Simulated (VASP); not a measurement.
## Al15CdN16 (a cell with a defect): relaxation of the atoms with PBE

System: Al15CdN16 (a cell with a defect).

```
CELL_PARAMETERS angstrom
6.25951 0.00000 0.00000
-3.12976 5.42090 0.00000
0.00000 0.00000 10.03481
ATOMIC_POSITIONS crystal
Al 0.33333 0.16667 0.24962
Al 0.33333 0.16667 0.74962
Al 0.16667 0.33333 0.99962
Al 0.33333 0.66667 0.24962
Al 0.16667 0.83333 0.49962
Al 0.33333 0.66667 0.74962
Al 0.16667 0.83333 0.99962
Al 0.83333 0.16667 0.24962
Al 0.66667 0.33333 0.49962
Al 0.83333 0.16667 0.74962
Al 0.66667 0.33333 0.99962
Al 0.83333 0.66667 0.24962
Al 0.66667 0.83333 0.49962
Al 0.83333 0.66667 0.74962
Al 0.66667 0.83333 0.99962
Cd 0.16667 0.33333 0.49962
N 0.33333 0.16667 0.44038
N 0.16667 0.33333 0.19038
N 0.33333 0.16667 0.94038
N 0.16667 0.33333 0.69038
N 0.33333 0.66667 0.44038
N 0.16667 0.83333 0.19038
N 0.33333 0.66667 0.94038
N 0.16667 0.83333 0.69038
N 0.83333 0.16667 0.44038
N 0.66667 0.33333 0.19038
N 0.83333 0.16667 0.94038
N 0.66667 0.33333 0.69038
N 0.83333 0.66667 0.44038
N 0.66667 0.83333 0.19038
N 0.83333 0.66667 0.94038
N 0.66667 0.83333 0.69038
```

- Program: VASP 6.6.1
- Task: relaxation of the atoms
- Functional: PBE
- Potentials or basis: VASP PAW PBE potentials, release 64 (Al, Cd, N)
- Cutoff: 520 eV
- k mesh: 1 × 1 × 1, shifted
- Occupations: fermi-dirac, width 0.01 eV
- Spin: no spin polarisation
- Dipole correction: no
- Charge: 1
- Further INCAR settings: LREAL = Auto; ALGO = Normal; EDIFF = 1e-06; IBRION = 2; EDIFFG = -0.03; NSW = 100; NELECT = 136.0

The energy gained by relaxing is 73.2 meV/atom. The ionic steps are 10 and the largest force after relaxing is 0.028 eV/Å.

Forces on the atoms (eV/Å):
```
Al   0.006 -0.004 -0.019
Al   0.003 -0.002  0.005
Al   0.000  0.000  0.016
Al   0.000  0.007 -0.019
Al   0.024  0.014  0.004
Al   0.000  0.003  0.005
Al  -0.004 -0.002  0.002
Al  -0.006 -0.004 -0.019
Al   0.000 -0.028  0.004
Al  -0.003 -0.002  0.005
Al   0.000  0.005  0.002
Al   0.000  0.000  0.017
Al  -0.024  0.014  0.004
Al   0.000  0.000 -0.021
Al   0.004 -0.002  0.002
Cd   0.000  0.000  0.025
N   -0.022  0.013  0.005
N    0.000  0.000  0.003
N    0.005 -0.003  0.009
N    0.000  0.000 -0.015
N    0.000 -0.026  0.005
N   -0.005 -0.003  0.002
N    0.000  0.005  0.009
N    0.011  0.006 -0.019
N    0.022  0.013  0.005
N    0.000  0.005  0.002
N   -0.005 -0.003  0.009
N    0.000 -0.012 -0.019
N    0.000  0.000  0.026
N    0.005 -0.003  0.002
N    0.000  0.000 -0.017
N   -0.011  0.006 -0.019
```

Step by step:
```tsv
step	energy change (eV)	largest force (eV/Å)	pressure (GPa)
1	0.0000	5.7322	2.37
2	-2.0741	1.2545	0.93
3	-2.1760	0.6324	0.84
4	-2.3007	0.2687	0.68
5	-2.3016	0.2887	0.68
6	-2.3298	0.1872	0.69
7	-2.3298	0.1945	0.69
8	-2.3387	0.1322	0.67
9	-2.3388	0.1429	0.67
10	-2.3417	0.0279	0.67
```

Final structure:
```yaml
crystal:
  lattice:
    - [6.25951, 0.00000, 0.00000]
    - [-3.12976, 5.42090, 0.00000]
    - [0.00000, 0.00000, 10.03481]
  atoms:
    - { symbol: Al, position: [0.33604, 0.16396, 0.24378] }
    - { symbol: Al, position: [0.33699, 0.16301, 0.75439] }
    - { symbol: Al, position: [0.16667, 0.33333, 0.99955] }
    - { symbol: Al, position: [0.33604, 0.67208, 0.24378] }
    - { symbol: Al, position: [0.16305, 0.83152, 0.50263] }
    - { symbol: Al, position: [0.33699, 0.67398, 0.75439] }
    - { symbol: Al, position: [0.16347, 0.83174, 0.99956] }
    - { symbol: Al, position: [0.82792, 0.16396, 0.24378] }
    - { symbol: Al, position: [0.66848, 0.33695, 0.50263] }
    - { symbol: Al, position: [0.82602, 0.16301, 0.75439] }
    - { symbol: Al, position: [0.66826, 0.33653, 0.99956] }
    - { symbol: Al, position: [0.83333, 0.66667, 0.24844] }
    - { symbol: Al, position: [0.66848, 0.83152, 0.50263] }
    - { symbol: Al, position: [0.83333, 0.66667, 0.75156] }
    - { symbol: Al, position: [0.66826, 0.83174, 0.99956] }
    - { symbol: Cd, position: [0.16667, 0.33333, 0.49758] }
    - { symbol: N, position: [0.35352, 0.14648, 0.43139] }
    - { symbol: N, position: [0.16667, 0.33333, 0.19189] }
    - { symbol: N, position: [0.33389, 0.16611, 0.94284] }
    - { symbol: N, position: [0.16667, 0.33333, 0.71399] }
    - { symbol: N, position: [0.35352, 0.70704, 0.43139] }
    - { symbol: N, position: [0.16361, 0.83180, 0.18701] }
    - { symbol: N, position: [0.33389, 0.66778, 0.94284] }
    - { symbol: N, position: [0.16654, 0.83327, 0.69120] }
    - { symbol: N, position: [0.79296, 0.14648, 0.43139] }
    - { symbol: N, position: [0.66820, 0.33639, 0.18701] }
    - { symbol: N, position: [0.83222, 0.16611, 0.94284] }
    - { symbol: N, position: [0.66673, 0.33346, 0.69120] }
    - { symbol: N, position: [0.83333, 0.66667, 0.43971] }
    - { symbol: N, position: [0.66820, 0.83180, 0.18701] }
    - { symbol: N, position: [0.83333, 0.66667, 0.93888] }
    - { symbol: N, position: [0.66673, 0.83327, 0.69120] }
```

Levels at points of the mesh, in eV from the Fermi level:
```csv
k point,band 65,band 66,band 67,band 68,band 69,band 70,band 71,band 72
"(0.25, 0.25, 0.25)",-0.68,-0.61,-0.37,-0.04,0.04,5.43,5.67,6.00
```

Wall time 5.1 min on 1 thread of Intel(R) Xeon(R) 6975P-C (Granite Rapids) (shared host), peak memory 0.5 GiB.

Caveat: the k points lie up to 1.16 Å⁻¹ apart, too coarse for converged energies, forces and pressures; the cell carries a net charge on a neutralising background, which shifts energy and pressure; the cell is charged against a uniform background, so pressure and absolute levels hang on convention.
